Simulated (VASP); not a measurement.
# Ta4O (P4/mmm) in VASP: further runs

Ta4O is run at these levels: PBEsol; tasks: single point.

Everything below comes from runs of VASP 6.6.1. Logs are shortened: lines on timing, memory, paths and dates and some standing lists are left out, and cuts for length are marked.

## 1. The cell of the first run

The structure is tetragonal, space group P4/mmm (No. 123). The conventional cell has a = 1.724 Å, b = 1.724 Å, c = 3.921 Å, α = 90.00°, β = 90.00°, γ = 90.00°. Within 1.8 Å of Ta (site symmetry 4/mmm) lie 4 O at 1.22 Å and 12 Ta at 1.65 to 1.72 Å. Ta (site symmetry 4mm) has 1 O at 1.11 Å and 4 Ta at 1.49 Å within 1.5 Å. Ta (site symmetry 4/mmm) has 14 Ta at 1.49 to 1.96 Å within 2.0 Å. Within 1.5 Å of O (site symmetry 4/mmm) lie 6 Ta at 1.11 to 1.22 Å.

## 2. Single point, PBEsol

Contents of INCAR:

```
ALGO = Normal ; EDIFF = 1E-6
ENCUT = 520 ; GGA = PS
ISIF = 2 ; ISMEAR = 0
LASPH = T ; LCHARG = T
LELF = T ; LREAL = F
LVHAR = T ; LWAVE = F
NBANDS = 33 ; NELM = 100
PREC = Accurate ; SIGMA = 0.1
```

Contents of KPOINTS:

```
k-points
0
Gamma
  12 12 6
```

Contents of POSCAR:

```
Ta4O
1.0
    1.7237924900      0.0000000000      0.0000000000
    0.0000000000      1.7237924900      0.0000000000
    0.0000000000      0.0000000000      3.9208528424
Ta O
4 1
Direct
    0.0000000000      0.0000000000      0.5000000000
    0.5000000000      0.5000000000      0.7831580000
    0.5000000000      0.5000000000      0.2168420000
    0.0000000000      0.0000000000      0.0000000000
    0.5000000000      0.5000000000      0.5000000000
```

Potentials or basis: VASP PAW PBE potentials, release 64 (Ta_pv, O).

On the command line:

```bash
$ cat potpaw_PBE.64/Ta_pv/POTCAR potpaw_PBE.64/O/POTCAR > POTCAR
$ mpirun -np 1 vasp_std > vasp.out
```

OUTCAR:

```text
EDIFF = 1E-6
   ENCUT = 520
   GGA = PS
   ISIF = 2
   ISMEAR = 0
   LASPH = T
   LREAL = F
   NELM = 100
   PREC = Accurate

 ion  position               nearest neighbor table
   1  0.000  0.000  0.500-   5 1.22   5 1.22   5 1.22   5 1.22   3 1.65   3 1.65   2 1.65   3 1.65
                             2 1.65   2 1.65   3 1.65   2 1.65   4 1.96   4 1.96   4 2.61   4 2.61
   2  0.500  0.500  0.783-   5 1.11   4 1.49   4 1.49   4 1.49   4 1.49   1 1.65   1 1.65   1 1.65
                             1 1.65   3 1.70   5 2.05   5 2.05   5 2.05   5 2.05   3 2.22   3 2.42
   3  0.500  0.500  0.217-   5 1.11   4 1.49   4 1.49   4 1.49   4 1.49   1 1.65   1 1.65   1 1.65
                             1 1.65   2 1.70   5 2.05   5 2.05   5 2.05   5 2.05   2 2.22   2 2.42
   4  0.000  0.000  0.000-   2 1.49   3 1.49   2 1.49   3 1.49   2 1.49   3 1.49   2 1.49   3 1.49
                             1 1.96   1 1.96   5 2.31   5 2.31   5 2.31   5 2.31   5 2.31   5 2.31
   5  0.500  0.500  0.500-   2 1.11   3 1.11   1 1.22   1 1.22   1 1.22   1 1.22   2 2.05   3 2.05
                             2 2.05   3 2.05   2 2.05   2 2.05   3 2.05   3 2.05   4 2.31   4 2.31

 -----------------------------------------------------------------------------
|                                                                             |
|           W    W    AA    RRRRR   N    N  II  N    N   GGGG   !!!           |
|           W    W   A  A   R    R  NN   N  II  NN   N  G    G  !!!           |
|           W    W  A    A  R    R  N N  N  II  N N  N  G       !!!           |
|           W WW W  AAAAAA  RRRRR   N  N N  II  N  N N  G  GGG   !            |
|           WW  WW  A    A  R   R   N   NN  II  N   NN  G    G                |
|           W    W  A    A  R    R  N    N  II  N    N   GGGG   !!!           |
|                                                                             |
|     The distance between some ions is very small. Please check the          |
|     nearest-neighbor list in the OUTCAR file.                               |
|     I HOPE YOU KNOW WHAT YOU ARE DOING!                                     |
|                                                                             |
 -----------------------------------------------------------------------------

  LATTYP: Found a simple tetragonal cell.
 ALAT       =     1.7237924900
 C/A-ratio  =     2.2745503680

  Lattice vectors:

 A1 = (   1.7237924900,   0.0000000000,   0.0000000000)
 A2 = (   0.0000000000,   1.7237924900,   0.0000000000)
 A3 = (   0.0000000000,   0.0000000000,   3.9208528424)

Analysis of symmetry for initial positions (statically):
=====================================================================
 Subroutine PRICEL returns:
 Original cell was already a primitive cell.

 Routine SETGRP: Setting up the symmetry group for a
 simple tetragonal supercell.

 Subroutine GETGRP returns: Found 16 space group operations
 (whereof 16 operations were pure point group operations)
 out of a pool of 16 trial point group operations.

The static configuration has the point symmetry D_4h.

Analysis of symmetry for dynamics (positions and initial velocities):
=====================================================================
 Subroutine PRICEL returns:
 Original cell was already a primitive cell.

 Routine SETGRP: Setting up the symmetry group for a
 simple tetragonal supercell.

 Subroutine GETGRP returns: Found 16 space group operations
 (whereof 16 operations were pure point group operations)
 out of a pool of 16 trial point group operations.

The dynamic configuration has the point symmetry D_4h.

 Subroutine INISYM returns: Found 16 space group operations
 (whereof 16 operations are pure point group operations),
 and found     1 'primitive' translations

----------------------------------------------------------------------------------------

                                     Primitive cell

  volume of cell :      11.6507

  direct lattice vectors                    reciprocal lattice vectors
     1.723792490  0.000000000  0.000000000     0.580116230  0.000000000  0.000000000
     0.000000000  1.723792490  0.000000000     0.000000000  0.580116230  0.000000000
     0.000000000  0.000000000  3.920852842     0.000000000  0.000000000  0.255046552

  length of vectors
     1.723792490  1.723792490  3.920852842     0.580116230  0.580116230  0.255046552

  position of ions in fractional coordinates (direct lattice)
     0.000000000  0.000000000  0.500000000
     0.500000000  0.500000000  0.783158000
     0.500000000  0.500000000  0.216842000
     0.000000000  0.000000000  0.000000000
     0.500000000  0.500000000  0.500000000

  ion indices of the primitive-cell ions
   primitive index   ion index
                 1           1
                 2           2
                 3           3
                 4           4
                 5           5

----------------------------------------------------------------------------------------

 KPOINTS: k-points

Automatic generation of k-mesh.
 Grid dimensions read from file:
 generate k-points for:   12   12    6

 Generating k-lattice:

  Cartesian coordinates                     Fractional coordinates (reciprocal lattice)
     0.048343019  0.000000000  0.000000000     0.083333333  0.000000000  0.000000000
     0.000000000  0.048343019  0.000000000     0.000000000  0.083333333  0.000000000
     0.000000000  0.000000000  0.042507759     0.000000000  0.000000000  0.166666667

  Length of vectors
     0.048343019  0.048343019  0.042507759

  Shift w.r.t. Gamma in fractional coordinates (k-lattice)
     0.000000000  0.000000000  0.000000000

 Subroutine IBZKPT returns following result:
 ===========================================

 Found    112 irreducible k-points:

 Following reciprocal coordinates:
            Coordinates               Weight
  0.000000  0.000000  0.000000      1.000000
  0.083333  0.000000  0.000000      4.000000
  0.166667  0.000000  0.000000      4.000000
  0.250000  0.000000  0.000000      4.000000
  0.333333  0.000000  0.000000      4.000000
  0.416667  0.000000  0.000000      4.000000
[... 16 lines left out ...]
  0.333333  0.333333  0.000000      4.000000
  0.416667  0.333333  0.000000      8.000000
 [... further k-points ...]
   k-points           NKPTS =    112   k-points in BZ     NKDIM =    112   number of bands    NBANDS=     33
   number of dos      NEDOS =    301   number of ions     NIONS =      5
   total plane-waves  NPLWV =   5880
   dimension x,y,z NGX =    14 NGY =   14 NGZ =   30
   dimension x,y,z NGXF=    28 NGYF=   28 NGZF=   60
   ions per type =               4   1
   NGX,Y,Z   is equivalent  to a cutoff of  13.50, 13.50, 12.72 a.u.
   NGXF,Y,Z  is equivalent  to a cutoff of  27.00, 27.00, 25.44 a.u.
 SYSTEM =  unknown system
   PREC   = accura    normal or accurate (medium, high low for compatibility)
   ISTART =      0    job   : 0-new  1-cont  2-samecut
   ICHARG =      2    charge: 1-file 2-atom 10-const
   ISPIN  =      1    spin polarized calculation?
   LNONCOLLINEAR =      F non collinear calculations
   LSORBIT =      F    spin-orbit coupling
   LASPH  =      T    aspherical Exc in radial PAW
   ENCUT  =  520.0 eV  38.22 Ry    6.18 a.u.   3.21  3.21  7.29*2*pi/ulx,y,z
   NELM   =    100;   NELMIN=  2; NELMDL= -5     # of ELM steps
   EDIFF  = 0.1E-05   stopping-criterion for ELM
   LREAL  =      F    real-space projection
   EDIFFG = 0.1E-04   stopping-criterion for IOM
   NSW    =      0    number of steps for IOM
   IBRION =     -1    ionic relax: 0-MD 1-quasi-New 2-CG
   NFREE  =      0    steps in history (QN), initial steepest desc. (CG)
   ISIF   =      2    stress and relaxation
   ISYM   =      2    0-nonsym 1-usesym 2-fastsym
   POTIM  = 0.5000    time-step for ionic-motion
   TEBEG  =    0.0;   TEEND  =   0.0 temperature during run
   PSTRESS=    0.0 pullay stress
   NELECT =      50.0000    total number of electrons
   NUPDOWN=      -1.0000    fix difference up-down
   EMIN   =  10.00;   EMAX   =-10.00  energy-range for DOS
   EFERMI =   0.00;   METHOD = LEGACY
   ISMEAR =     0;   SIGMA  =   0.10  broadening in eV -4-tet -1-fermi 0-gaus
   EFERMI_NEDOS =   21; number of points for ismear=-14 and -15
   IALGO  =     38    algorithm
   IMIX   =      4    mixing-type and parameters
     AMIX     =   0.40;   BMIX     =  1.00
     AMIX_MAG =   1.60;   BMIX_MAG =  1.00
  volume/ion in A,a.u.               =       2.33        15.72
  Fermi-wavevector in a.u.,A,eV,Ry     =   2.660406  5.027439 96.298806  7.077763
  Thomas-Fermi vector in A             =   3.477987
   LORBIT       =      0    0 simple, 1 ext, 2 COOP (PROOUT), +10 PAW based schemes
   GGA     = PS    functional components
   LHFCALC =     F    Hartree Fock is set to
   AEXX    =    0.0000 exact exchange contribution
   IVDW    =     0    specifies the selected vdW correction
   LEPSILON=     F    determine dielectric tensor
   LRPA    =     F    only Hartree local field effects (RPA)
 non-spin polarized calculation
 Gauss-broadening in eV      SIGMA  =   0.10
  energy-cutoff  :      520.00
  volume of cell :       11.65
 maximum number of plane-waves:       336
 NGX is ok and might be reduce to    14
   NGX =  7   NGY =  7   NGZ = 15

 number of electron      50.0000007 magnetization

 Free energy of the ion-electron system (eV)
  ---------------------------------------------------
  ext. energy  EPLUGINS =         0.00000000
  ---------------------------------------------------
  free energy    TOTEN  =       811.29454667 eV

  energy without entropy =      811.30005555  energy(sigma->0) =      811.29730111

 E-fermi :  43.4869     XC(G=0): -25.6918

 val. band max:       43.4835971988   @ k =   0.2500   0.2500   0.3333
 cond. band min:      43.4896543898   @ k =   0.3333   0.3333   0.1667
 fundamental gap:      0.0060571910
 Fermi energy:        43.4869109022

 k-point     1 :       0.0000    0.0000    0.0000
  band No.  band energies     occupation
      1     -28.5725      2.00000
      2     -17.4219      2.00000
      3     -16.4404      2.00000
      4     -16.4404      2.00000
      5      -9.5139      2.00000
      6      -9.0826      2.00000
[... 25 lines left out ...]
     32      53.5322      0.00000
     33      58.0395      0.00000
[... 797 lines left out ...]
      3     -32.5830      2.00000
      4     -31.1668      2.00000
      5     -28.5591      2.00000
      6     -21.8020      2.00000
[... 25 lines left out ...]
     32      62.2467      0.00000
     33      65.1163      0.00000

 [... further k-points ...]

------------------------ aborting loop because EDIFF is reached ----------------------------------------

  FORCE on cell =-STRESS in cart. coord.  units (eV):
  Direction    XX          YY          ZZ          XY          YZ          ZX
  --------------------------------------------------------------------------------------
  -------------------------------------------------------------------------------------
  Total     1624.9700453   1624.9700453   1749.5520448      0.0000000      0.0000000      0.0000000
  in kB   223462.9001113 223462.9001113 240595.1881726      0.0000000      0.0000000      0.0000000
  external PRESSURE =  229173.6627984 kB  Pullay stress =       0.0000000 kB

 VOLUME and BASIS-vectors are now :
 -----------------------------------------------------------------------------
  energy-cutoff  :      520.00
  volume of cell :       11.65
      direct lattice vectors                 reciprocal lattice vectors
     1.723792490  0.000000000  0.000000000     0.580116230  0.000000000  0.000000000
     0.000000000  1.723792490  0.000000000     0.000000000  0.580116230  0.000000000
     0.000000000  0.000000000  3.920852842     0.000000000  0.000000000  0.255046552

 POSITION                                       TOTAL-FORCE (eV/Angst)
 -----------------------------------------------------------------------------------
      0.00000      0.00000      1.96043         0.000000     -0.000000      0.000000
      0.86190      0.86190      3.07065         0.000000      0.000000     37.195014
      0.86190      0.86190      0.85021        -0.000000      0.000000    -37.195014
      0.00000      0.00000      0.00000         0.000000     -0.000000      0.000000
      0.86190      0.86190      1.96043         0.000000     -0.000000      0.000000
 -----------------------------------------------------------------------------------
    total drift:                                0.000000     -0.000000     -0.000000

  FREE ENERGIE OF THE ION-ELECTRON SYSTEM (eV)
  ---------------------------------------------------
  free  energy   TOTEN  =       811.2945466677 eV

  energy  without entropy=      811.3000555523  energy(sigma->0) =      811.29730111
```

Wall time 37 s (1 thread of Intel Xeon 6975P-C (Granite Rapids), shared host); peak memory 0.15 GiB.

The run converged, but its numbers aren't listed here, since they failed a check.

Caveat: atoms lie so close that the PAW spheres overlap strongly, which falsifies energies and pressures; the stress differs along the axes, from 22346 to 24060 GPa; the PAW data sets were made with another functional, which shifts forces and pressure a little; spin-orbit coupling is left out, which moves the levels of the heavy elements.

## 3. Single point, PBEsol

This run uses another cell than the first one, of 15.14 Å³/atom.

Contents of INCAR:

```
SYSTEM = Ta4O
PREC = Accurate
ENCUT = 520
EDIFF = 1E-7
ISMEAR = 0
SIGMA = 0.1
LREAL = .False.
LASPH = .True.
NELM = 100
ALGO = Normal
ISIF = 2
LWAVE = .False.
LCHARG = .True.
GGA = PS
LELF = .True.
LVHAR = .True.
NBANDS = 33
```

Contents of KPOINTS:

```
regular mesh
0
Gamma
  6 6 4
  0 0 0
```

Contents of POSCAR:

```
Ta4O
1.0
    3.2052842414     -0.0000023847      0.0000131157
   -0.0000023847      3.2052987131     -0.0000148797
    0.0000298322     -0.0000338447      7.3695170454
Ta O
4 1
Direct
   -0.0238107365     -0.0124989493      0.4866882650
    0.4761903519      0.4874979025      0.7682911368
    0.4761875817      0.4875011638      0.2050840695
   -0.0238108101     -0.0125004180     -0.0133129251
    0.4761858185      0.4875006600      0.4866875190
```

Potentials or basis: VASP PAW PBE potentials, release 64 (Ta_pv, O).

On the command line:

```bash
$ cat potpaw_PBE.64/Ta_pv/POTCAR potpaw_PBE.64/O/POTCAR > POTCAR
$ mpirun -np 1 vasp_std > vasp.out
```

Run time: 39 s. Hardware: 1 thread of Intel Xeon 6975P-C (Granite Rapids), shared host; peak memory 0.21 GiB.

It converged, with:

- Free energy: -58.5414 eV
- Pressure: 0.4 GPa
- Largest force: 0.039 eV/Å
- Band gap on the k mesh: zero (bands 25 and 26 overlap by 0.54 eV)

Forces on the atoms (eV/Å):
```
Ta   0.000  0.000  0.000
Ta   0.000  0.000  0.039
Ta   0.000  0.000 -0.039
Ta   0.000  0.000  0.000
O    0.000  0.000  0.000
```

Stress tensor (GPa, compression positive):
```
0.30 0.00 0.00
0.00 0.30 0.00
0.00 0.00 0.50
```

Levels at points of the mesh, in eV from the Fermi level:
```
           k point  band 23  band 24  band 25  band 26  band 27  band 28
(0.00, 0.00, 0.00)    -0.54    -0.54    -0.05     0.57     1.06     1.06
(0.50, 0.00, 0.00)    -0.95    -0.71     0.17     0.91     1.03     1.32
(0.50, 0.50, 0.00)    -1.60    -0.65    -0.65     1.90     2.45     2.94
(0.00, 0.00, 0.50)    -0.56    -0.56     0.34     0.62     0.62     0.85
(0.50, 0.00, 0.50)    -1.08    -0.61    -0.46     1.16     1.26     1.43
(0.50, 0.50, 0.50)    -1.89     0.14     0.14     1.90     2.02     2.02
```

Caveat: the PAW data sets were made with another functional, which shifts forces and pressure a little; spin-orbit coupling is left out, which moves the levels of the heavy elements.

## 4. Single point, PBEsol

This run uses another cell than the first one, of 15.72 Å³/atom.

Contents of INCAR:

```
PREC = Accurate
ENCUT = 520
EDIFF = 1E-7
ISMEAR = 0
SIGMA = 0.1
LREAL = F
LASPH = T
NELM = 80
ALGO = Normal
ISIF = 2
LWAVE = F
LCHARG = F
GGA = PS
NBANDS = 33
```

Contents of KPOINTS:

```
Automatic mesh
0
Gamma
  12 12 6
```

Contents of POSCAR:

```
Ta4O
1.0
    3.2574970000      0.0000000000      0.0000000000
    0.0000000000      3.2574970000      0.0000000000
    0.0000000000      0.0000000000      7.4093410000
Ta O
4 1
Direct
    0.5000000000      0.5000000000      0.5000000000
    0.5000000000      0.5000000000      0.7831580000
    0.5000000000      0.5000000000      0.2168420000
    0.0000000000      0.0000000000      0.0000000000
    0.0000000000      0.0000000000      0.5000000000
```

On the command line:

```bash
$ cat potpaw_PBE.64/Ta_pv/POTCAR potpaw_PBE.64/O/POTCAR > POTCAR
$ mpirun -np 1 vasp_std > vasp.out
```

Wall time 1.7 min (1 thread of Intel Xeon 6975P-C (Granite Rapids), shared host); peak memory 0.34 GiB.

It converged, with:

| Item | Value |
| --- | --- |
| Free energy | -50.2973 eV |
| Pressure | 23.9 GPa |
| Largest force | 10.393 eV/Å |
| Band gap on the k mesh | zero (bands 25 and 26 overlap by 1.24 eV) |

Forces on the atoms (eV/Å):
```
Ta    0.000   0.000   0.000
Ta    0.000   0.000  10.393
Ta    0.000   0.000 -10.393
Ta    0.000   0.000   0.000
O     0.000   0.000   0.000
```

Stress tensor (GPa, compression positive):
```
-11.95   0.00   0.00
  0.00 -11.95   0.00
  0.00   0.00  95.71
```

Levels at points of the mesh, in eV from the Fermi level:
| k point | band 22 | band 23 | band 24 | band 25 | band 26 | band 27 | band 28 | band 29 |
| --- | --- | --- | --- | --- | --- | --- | --- | --- |
| (0.00, 0.00, 0.00) | -1.93 | -1.78 | -1.31 | -0.50 | 0.86 | 1.16 | 1.31 | 1.31 |
| (0.50, 0.00, 0.00) | -1.23 | -0.98 | -0.83 | -0.83 | 1.46 | 1.71 | 2.00 | 2.36 |
| (0.50, 0.50, 0.00) | -1.02 | -0.92 | -0.92 | -0.27 | 0.40 | 3.11 | 3.37 | 3.37 |
| (0.00, 0.00, 0.50) | -2.01 | -2.01 | -1.60 | 0.08 | 0.46 | 0.46 | 1.10 | 1.52 |
| (0.50, 0.00, 0.50) | -0.72 | -0.46 | -0.18 | -0.12 | 0.36 | 1.17 | 1.28 | 1.72 |
| (0.50, 0.50, 0.50) | -1.86 | -1.46 | -1.36 | 0.82 | 0.82 | 2.21 | 2.21 | 3.45 |

Caveat: atoms lie so close that the PAW spheres overlap strongly, which falsifies energies and pressures; the stress differs along the axes, from -12 to 96 GPa; the PAW data sets were made with another functional, which shifts forces and pressure a little; spin-orbit coupling is left out, which moves the levels of the heavy elements.

The gap in the log of VASP goes by the Fermi energy; the results here count the filled bands.